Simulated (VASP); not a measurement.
A run of VASP 6.6.1 is set up as follows.

File INCAR:

```
PREC = Accurate
ENCUT = 500
EDIFF = 1E-7
ISMEAR = 0
SIGMA = 0.1
LREAL = F
LASPH = T
NELM = 120
ALGO = Normal
ISIF = 3
LWAVE = F
LCHARG = F
GGA = PE
IBRION = 2
NSW = 100
EDIFFG = -0.005
GGA_COMPAT = F
NELMIN = 4
```

KPOINTS

```
Automatic mesh
0
Gamma
  15 15 8
```

File POSCAR:

```
ZnHg
1.0
    3.3527762640      0.0000000000      0.0000000000
   -1.6763881320      2.9035894178      0.0000000000
    0.0000000000      0.0000000000      5.3147121137
Zn Hg
1 1
Direct
    0.6666666667      0.3333333333      0.5000000000
    0.3333333333      0.6666666667      0.0000000000
```

Potentials or basis: VASP PAW PBE potentials, release 64 (Zn, Hg).

Launch:

```bash
$ cat potpaw_PBE.64/Zn/POTCAR potpaw_PBE.64/Hg/POTCAR > POTCAR
$ mpirun -np 1 vasp_std > vasp.out
```

(1) Predict the relaxed volume.

(2) What does it give for the space group after relaxing (to 0.1 Å)?

## Answers

(1) 21.07 Å³/atom.

(2) P-6m2 (No. 187).

Caveat: the volume moved by over 15 % at a fixed basis, so the end points are rough.
